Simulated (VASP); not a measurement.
Crystal: CsBr.

```
CELL_PARAMETERS angstrom
4.28600 0.00000 0.00000
0.00000 4.28600 0.00000
0.00000 0.00000 4.28600
ATOMIC_POSITIONS crystal
Cs 0.00000 0.00000 0.00000
Br 0.50000 0.50000 0.50000
```

Base run:

| Item | Value |
| --- | --- |
| Program | VASP 6.6.1 |
| Functional | PBE |
| Potentials or basis | VASP PAW PBE potentials, release 64 (Cs_sv, Br) |
| Cutoff | 500 eV |
| k mesh | 7 × 7 × 7 |
| Occupations | fermi-dirac, width 0.02 eV |
| Spin | no spin polarisation |

Its results: band gap on the k mesh 4.52 eV; pressure 1.1 GPa.

Task: The run is repeated on the same cell with these changes: k mesh from 7 × 7 × 7 to 2 × 2 × 2. What comes out?

Result: Band gap on the k mesh 4.46 eV; pressure 2.0 GPa.

Caveats: some runs use coarse meshes; spin-orbit coupling is left out, which moves the levels of the heavy elements; an odd mesh through Γ misses points on the zone boundary, where band edges can lie (at least some runs).
